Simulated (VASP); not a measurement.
Here is a VASP 6.6.1 calculation.

File POSCAR:

```
CuI
1.0
    0.0000000000      2.8915479147      3.1704198541
    2.8915479147      0.0000000000      3.1704198541
    2.8915479147      2.8915479147      0.0000000000
Cu I
1 1
Direct
    0.0000000000      0.0000000000      0.0000000000
    0.2500000000      0.2500000000      0.2500000000
```

File INCAR.step1:

```
  ALGO = Normal
  EDIFF = 1E-4
  ENCUT = 520
  GGA = PE
  ISMEAR = 0
  LASPH = T
  LCHARG = F
  LREAL = F
  LWAVE = T
  NBANDS = 16
  NELM = 60
  PREC = Accurate
  SIGMA = 0.01
```

File INCAR.step2:

```
  ALGO = Normal
  EDIFF = 1E-6
  ENCUT = 520
  ISIF = 2
  ISMEAR = 0
  ISTART = 1
  LASPH = T
  LCHARG = T
  LELF = T
  LMIXTAU = T
  LREAL = F
  LVHAR = T
  LWAVE = F
  METAGGA = R2SCAN
  NBANDS = 16
  NELM = 60
  PREC = Accurate
  SIGMA = 0.01
```

File KPOINTS:

```
k-points
0
Gamma
  8 8 8
```

Potentials or basis: VASP PAW PBE potentials, release 64 (Cu, I).

Command:

```console
$ cat potpaw_PBE.64/Cu/POTCAR potpaw_PBE.64/I/POTCAR > POTCAR
$ cp INCAR.step1 INCAR
$ mpirun -np 1 vasp_std > vasp.out
$ cp INCAR.step2 INCAR
$ mpirun -np 1 vasp_std > vasp.out
```

Task: Estimate the band gap on the k mesh.

Result: 1.70 eV.

Task: Predict the pressure.

Result: 1.3 GPa.

Stress tensor (GPa, compression positive):
```
 1.92  0.00  0.00
 0.00  1.92  0.00
 0.00  0.00 -0.02
```

Caveat: the cell differs from its parent crystal (epitaxial xy strain -4.0%); the PAW data sets were made with another functional, which shifts forces and pressure a little; spin-orbit coupling is left out, which moves the levels of the heavy elements.
